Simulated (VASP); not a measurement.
# Ba (Im-3m) in VASP: a series of runs

The runs below take Ba through relaxation of cell and atoms, with PBEsol.

Everything below comes from runs of VASP 6.6.1. Logs are shortened: lines on timing, memory, paths and dates and some standing lists are left out, and cuts for length are marked.

## (1) The cell of the first run

It takes space group Im-3m (No. 229, cubic). Conventional cell: a = 5.013 Å, b = 5.013 Å, c = 5.013 Å, α = 90.00°, β = 90.00°, γ = 90.00°. Ba (site symmetry m-3m) has 14 Ba at 4.34 to 5.01 Å within 5.7 Å.

## (2) Relaxation of cell and atoms, PBEsol, target pressure 5 GPa, at which the enthalpy is minimised

The input, INCAR:

```
SYSTEM = Ba
ALGO = Normal ; EDIFF = 1E-7
EDIFFG = -0.005 ; ENCUT = 600
GGA = PS ; IBRION = 2
ISIF = 3 ; ISMEAR = -1
LASPH = .TRUE. ; LCHARG = .FALSE.
LREAL = .FALSE. ; LWAVE = .FALSE.
NELM = 80 ; NSW = 80
PREC = Accurate ; PSTRESS = 50.0
SIGMA = 0.05
```

The input, KPOINTS:

```
k-points
0
G
  8 8 8
  0 0 0
```

The input, POSCAR:

```
Ba
1.0
   -2.5065000000      2.5065000000      2.5065000000
    2.5065000000     -2.5065000000      2.5065000000
    2.5065000000      2.5065000000     -2.5065000000
Ba
1
Direct
    0.0000000000      0.0000000000      0.0000000000
```

Potentials or basis: VASP PAW PBE potentials, release 64 (Ba_sv).

The run is started by

```console
$ cat potpaw_PBE.64/Ba_sv/POTCAR > POTCAR
$ mpirun -np 1 vasp_std > vasp.out
```

OUTCAR:

```text
SYSTEM = Ba
   EDIFF = 1E-7
   EDIFFG = -0.005
   ENCUT = 600
   GGA = PS
   IBRION = 2
   ISIF = 3
   ISMEAR = -1
   LASPH = .TRUE.
   LREAL = .FALSE.
   NELM = 80
   NSW = 80
   PREC = Accurate
   PSTRESS = 50.0

 ion  position               nearest neighbor table
   1  0.000  0.000  0.000-

  LATTYP: Found a body centered cubic cell.
 ALAT       =     5.0130000000

  Lattice vectors:

 A1 = (  -2.5065000000,   2.5065000000,   2.5065000000)
 A2 = (   2.5065000000,  -2.5065000000,   2.5065000000)
 A3 = (   2.5065000000,   2.5065000000,  -2.5065000000)

Analysis of symmetry for initial positions (statically):
=====================================================================
 Subroutine PRICEL returns:
 Original cell was already a primitive cell.

 Routine SETGRP: Setting up the symmetry group for a
 body centered cubic supercell.

 Subroutine GETGRP returns: Found 48 space group operations
 (whereof 48 operations were pure point group operations)
 out of a pool of 48 trial point group operations.

The static configuration has the point symmetry O_h .

Analysis of symmetry for dynamics (positions and initial velocities):
=====================================================================
 Subroutine PRICEL returns:
 Original cell was already a primitive cell.

 Routine SETGRP: Setting up the symmetry group for a
 body centered cubic supercell.

 Subroutine GETGRP returns: Found 48 space group operations
 (whereof 48 operations were pure point group operations)
 out of a pool of 48 trial point group operations.

The dynamic configuration has the point symmetry O_h .

 Subroutine INISYM returns: Found 48 space group operations
 (whereof 48 operations are pure point group operations),
 and found     1 'primitive' translations

----------------------------------------------------------------------------------------

                                     Primitive cell

  volume of cell :      62.9888

  direct lattice vectors                    reciprocal lattice vectors
    -2.506500000  2.506500000  2.506500000     0.000000000  0.199481348  0.199481348
     2.506500000 -2.506500000  2.506500000     0.199481348  0.000000000  0.199481348
     2.506500000  2.506500000 -2.506500000     0.199481348  0.199481348  0.000000000

  length of vectors
     4.341385349  4.341385349  4.341385349     0.282109228  0.282109228  0.282109228

  position of ions in fractional coordinates (direct lattice)
     0.000000000  0.000000000  0.000000000

  ion indices of the primitive-cell ions
   primitive index   ion index
                 1           1

----------------------------------------------------------------------------------------

 KPOINTS: k-points

Automatic generation of k-mesh.
 Grid dimensions read from file:
 generate k-points for:    8    8    8

 Generating k-lattice:

  Cartesian coordinates                     Fractional coordinates (reciprocal lattice)
     0.000000000  0.024935169  0.024935169     0.125000000  0.000000000  0.000000000
     0.024935169  0.000000000  0.024935169     0.000000000  0.125000000  0.000000000
     0.024935169  0.024935169  0.000000000     0.000000000  0.000000000  0.125000000

  Length of vectors
     0.035263654  0.035263654  0.035263654

  Shift w.r.t. Gamma in fractional coordinates (k-lattice)
     0.000000000  0.000000000  0.000000000

 Subroutine IBZKPT returns following result:
 ===========================================

 Found     29 irreducible k-points:

 Following reciprocal coordinates:
            Coordinates               Weight
  0.000000  0.000000  0.000000      1.000000
  0.125000  0.000000  0.000000     12.000000
  0.250000  0.000000  0.000000     12.000000
  0.375000  0.000000  0.000000     12.000000
  0.500000  0.000000  0.000000      6.000000
  0.125000  0.125000  0.000000     24.000000
[... 16 lines left out ...]
 -0.250000  0.250000  0.250000      6.000000
 -0.375000  0.375000  0.250000     24.000000
 [... further k-points ...]
   k-points           NKPTS =     29   k-points in BZ     NKDIM =     29   number of bands    NBANDS=      9
   number of dos      NEDOS =    301   number of ions     NIONS =      1
   total plane-waves  NPLWV =  46656
   dimension x,y,z NGX =    36 NGY =   36 NGZ =   36
   dimension x,y,z NGXF=    72 NGYF=   72 NGZF=   72
   ions per type =               1
   NGX,Y,Z   is equivalent  to a cutoff of  13.79, 13.79, 13.79 a.u.
   NGXF,Y,Z  is equivalent  to a cutoff of  27.57, 27.57, 27.57 a.u.
 SYSTEM =  Ba
   PREC   = accura    normal or accurate (medium, high low for compatibility)
   ISTART =      0    job   : 0-new  1-cont  2-samecut
   ICHARG =      2    charge: 1-file 2-atom 10-const
   ISPIN  =      1    spin polarized calculation?
   LNONCOLLINEAR =      F non collinear calculations
   LSORBIT =      F    spin-orbit coupling
   LASPH  =      T    aspherical Exc in radial PAW
   ENCUT  =  600.0 eV  44.10 Ry    6.64 a.u.   8.67  8.67  8.67*2*pi/ulx,y,z
   NELM   =     80;   NELMIN=  2; NELMDL= -5     # of ELM steps
   EDIFF  = 0.1E-06   stopping-criterion for ELM
   LREAL  =      F    real-space projection
   EDIFFG = -.5E-02   stopping-criterion for IOM
   NSW    =     80    number of steps for IOM
   IBRION =      2    ionic relax: 0-MD 1-quasi-New 2-CG
   NFREE  =      1    steps in history (QN), initial steepest desc. (CG)
   ISIF   =      3    stress and relaxation
   ISYM   =      2    0-nonsym 1-usesym 2-fastsym
   POTIM  = 0.5000    time-step for ionic-motion
   TEBEG  =    0.0;   TEEND  =   0.0 temperature during run
   PSTRESS=   50.0 pullay stress
   NELECT =      10.0000    total number of electrons
   NUPDOWN=      -1.0000    fix difference up-down
   EMIN   =  10.00;   EMAX   =-10.00  energy-range for DOS
   EFERMI =   0.00;   METHOD = LEGACY
   ISMEAR =    -1;   SIGMA  =   0.05  broadening in eV -4-tet -1-fermi 0-gaus
   EFERMI_NEDOS =   21; number of points for ismear=-14 and -15
   IALGO  =     38    algorithm
   IMIX   =      4    mixing-type and parameters
     AMIX     =   0.40;   BMIX     =  1.00
     AMIX_MAG =   1.60;   BMIX_MAG =  1.00
  volume/ion in A,a.u.               =      62.99       425.07
  Fermi-wavevector in a.u.,A,eV,Ry     =   0.886449  1.675146 10.691349  0.785792
  Thomas-Fermi vector in A             =   2.007617
   LORBIT       =      0    0 simple, 1 ext, 2 COOP (PROOUT), +10 PAW based schemes
   GGA     = PS    functional components
   LHFCALC =     F    Hartree Fock is set to
   AEXX    =    0.0000 exact exchange contribution
   IVDW    =     0    specifies the selected vdW correction
   LEPSILON=     F    determine dielectric tensor
   LRPA    =     F    only Hartree local field effects (RPA)
 conjugate gradient relaxation of ions
 non-spin polarized calculation
  energy-cutoff  :      600.00
  volume of cell :       62.99
 maximum number of plane-waves:      2123
   NGX = 17   NGY = 17   NGZ = 17

--------------------------------------- Ionic step        1  -------------------------------------------

 number of electron      10.0000001 magnetization

 Free energy of the ion-electron system (eV)
  ---------------------------------------------------
  ext. energy  EPLUGINS =         0.00000000
  ---------------------------------------------------
  free energy    TOTEN  =        -2.14863475 eV

  energy without entropy =       -2.14059261  energy(sigma->0) =       -2.14461368

------------------------ aborting loop because EDIFF is reached ----------------------------------------

  FORCE on cell =-STRESS in cart. coord.  units (eV):
  Direction    XX          YY          ZZ          XY          YZ          ZX
  --------------------------------------------------------------------------------------
  -------------------------------------------------------------------------------------
  Total       -0.2602963     -0.2602963     -0.2602963      0.0000000      0.0000000      0.0000000
  in kB       -6.6208770     -6.6208770     -6.6208770      0.0000000      0.0000000      0.0000000
  external PRESSURE =     -56.6208770 kB  Pullay stress =      50.0000000 kB
[... 22 lines left out ...]
  enthalpy is  TOTEN    =        -0.1829107455 eV   P V=        1.9657240001

--------------------------------------- Ionic step        2  -------------------------------------------

 number of electron      10.0000000 magnetization

 E-fermi :   2.7484     XC(G=0):  -8.7076

 val. band max:        2.6440921252   @ k =   0.3750   0.2500   0.0000
 cond. band min:       2.9632736657   @ k =  -0.3750   0.3750   0.2500
 fundamental gap:      0.3191815405
 Fermi energy:         2.7483948959

 k-point     1 :       0.0000    0.0000    0.0000
  band No.  band energies     occupation
      1     -25.5988      2.00000
      2     -10.1574      2.00000
      3     -10.1574      2.00000
      4     -10.1574      2.00000
      5       0.0456      2.00000
      6       4.9929      0.00000
      7       4.9929      0.00000
      8       4.9929      0.00000
      9       6.9668      0.00000
[... 347 lines left out ...]
  enthalpy is  TOTEN    =        -0.6403077592 eV   P V=        1.3189210321

--------------------------------------- Ionic step        4  -------------------------------------------

 number of electron       9.9999999 magnetization

 Free energy of the ion-electron system (eV)
  ---------------------------------------------------
  ext. energy  EPLUGINS =         0.00000000
  ---------------------------------------------------
  free energy    TOTEN  =        -1.94741478 eV

  energy without entropy =       -1.94074544  energy(sigma->0) =       -1.94408011

 E-fermi :   3.0751     XC(G=0):  -8.9676

 val. band max:        2.9974290396   @ k =   0.2500   0.1250   0.1250
 cond. band min:       3.3159422432   @ k =  -0.3750   0.3750   0.2500
 fundamental gap:      0.3185132036
 Fermi energy:         3.0751027118

 k-point     1 :       0.0000    0.0000    0.0000
  band No.  band energies     occupation
      1     -25.2605      2.00000
      2      -9.6841      2.00000
      3      -9.6841      2.00000
      4      -9.6841      2.00000
      5       0.4072      2.00000
      6       5.3611      0.00000
      7       5.3611      0.00000
      8       5.3611      0.00000
      9       7.4589      0.00000
[... 304 lines left out ...]
  FREE ENERGIE OF THE ION-ELECTRON SYSTEM (eV)
  ---------------------------------------------------
  free  energy   TOTEN  =        -1.9474147842 eV

  energy  without entropy=       -1.9407454416  energy(sigma->0) =       -1.94408011

  enthalpy is  TOTEN    =        -0.6405130811 eV   P V=        1.3069017030

 reached required accuracy - stopping structural energy minimisation
```

It took 63 s on 1 thread of Intel Xeon 8259CL, shared host; peak memory 0.22 GiB.

What came out:

```
Free energy                                                : -1.9474 eV
Relaxed volume                                             : 41.88 Å³/atom
Relaxed cell                                               : a = 3.789 Å, b = 3.789 Å, c = 3.789 Å, α = 109.47°, β = 109.47°, γ = 109.47°
Space group after relaxing (to 0.1 Å)                      : Im-3m (No. 229)
Energy change on relaxing (the run minimises the enthalpy) : +201.2 meV/atom
Ionic steps                                                : 4
Pressure after relaxing                                    : 5.0 GPa
Band gap on the k mesh                                     : zero (bands 5 and 6 overlap by 2.41 eV)
```

Step by step:
| step | energy change (eV) | largest force (eV/Å) | pressure (GPa) | volume (Å³) |
| --- | --- | --- | --- | --- |
| 1 | 0.0000 | 0.0000 | -0.66 | 62.99 |
| 2 | 0.1228 | 0.0000 | 3.64 | 44.80 |
| 3 | 0.1894 | 0.0000 | 4.81 | 42.26 |
| 4 | 0.2012 | 0.0000 | 5.01 | 41.88 |

Final structure:
```
Ba
1.0
    -2.18763    2.18763    2.18763
     2.18763   -2.18763    2.18763
     2.18763    2.18763   -2.18763
Ba
1
Direct
  0.00000 0.00000 0.00000
```

Levels at points of the mesh, in eV from the Fermi level:
```
           k point  band 1  band 2  band 3  band 4  band 5  band 6  band 7  band 8  band 9
(0.00, 0.00, 0.00)  -28.34  -12.76  -12.76  -12.76   -2.67    2.29    2.29    2.29    4.38
(0.50, 0.00, 0.00)  -28.10  -14.30  -13.23  -12.79   -1.21    0.54    3.16    4.60    5.40
(0.50, 0.50, 0.50)  -27.94  -13.78  -13.78  -13.78   -1.27   -1.27    6.91    6.91    6.91
```

Caveat: the cell is relaxed towards a set pressure, so the run minimises the enthalpy, not the energy; the volume moved by over 15 % at a fixed basis, so the end points are rough; the PAW data sets were made with another functional, which shifts forces and pressure a little; spin-orbit coupling is left out, which moves the levels of the heavy elements.

(Part 1 of 2 ends here.)

The gap in the log of VASP goes by the Fermi energy; the results here count the filled bands.